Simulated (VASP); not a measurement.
Write the native input for VASP 6.6.1 that does the following.

- Task: single point
- Functional: PBE0
- Potentials or basis: VASP PAW PBE potentials, release 64 (W_sv, S)
- Cutoff: 520 eV
- k mesh: 5 × 5 × 5
- Occupations: fermi-dirac, width 0.05 eV
- Spin: no spin polarisation
- Dipole correction: no
- Grid for exact exchange (PRECFOCK): Normal
- Further INCAR settings: ALGO = Normal; EDIFF = 1e-06; NBANDS = 17
- Share of exact exchange: 0.25

WS:

```
W S
1.0
     2.97599    0.00000    0.00000
     0.00000    2.97599    0.00000
     0.00000    0.00000    2.97599
W S
1 1
Direct
  0.50000 0.50000 0.50000
  0.00000 0.00000 0.00000
```

One way to write it, as run:

POSCAR

```
WS
1.0
    2.9759907982      0.0000000000      0.0000000000
    0.0000000000      2.9759907982      0.0000000000
    0.0000000000      0.0000000000      2.9759907982
W S
1 1
Direct
    0.5000000000      0.5000000000      0.5000000000
    0.0000000000      0.0000000000      0.0000000000
```

INCAR.step1

```
SYSTEM = WS
PREC = Accurate ; ENCUT = 520
EDIFF = 1E-5 ; ISMEAR = -1
SIGMA = 0.05 ; LREAL = .False.
LASPH = .True. ; NELM = 60
ALGO = Normal ; ISIF = 2
LWAVE = .True. ; LCHARG = .False.
NBANDS = 17 ; GGA = PE
```

INCAR.step2

```
SYSTEM = WS
PREC = Accurate ; ENCUT = 520
EDIFF = 1E-6 ; ISMEAR = -1
SIGMA = 0.05 ; LREAL = .False.
LASPH = .True. ; NELM = 60
ALGO = Normal ; ISIF = 2
LWAVE = .False. ; LCHARG = .False.
GGA = PE ; LHFCALC = .True.
AEXX = 0.25 ; PRECFOCK = Normal
NBANDS = 17 ; ISTART = 1
```

KPOINTS

```
Automatic mesh
0
Gamma
  5 5 5
  0 0 0
```

Potentials or basis: VASP PAW PBE potentials, release 64 (W_sv, S).

Launch:

```bash
$ cat potpaw_PBE.64/W_sv/POTCAR potpaw_PBE.64/S/POTCAR > POTCAR
$ cp INCAR.step1 INCAR
$ mpirun -np 1 vasp_std > vasp.out
$ cp INCAR.step2 INCAR
$ mpirun -np 1 vasp_std > vasp.out
```

Results of the run:

```
Pressure               : -0.6 GPa
Band gap on the k mesh : zero (bands 10 and 11 overlap by 3.16 eV)
```

Caveat: the k points lie up to 0.42 Å⁻¹ apart, too coarse for converged energies and pressures of a metal; the PAW data sets were made with another functional, which shifts forces and pressure a little; spin-orbit coupling is left out, which moves the levels of the heavy elements.

Run time: 9.1 min on 1 thread of Intel(R) Xeon(R) Platinum 8488C (Sapphire Rapids), on a shared host, peak memory 0.15 GiB.
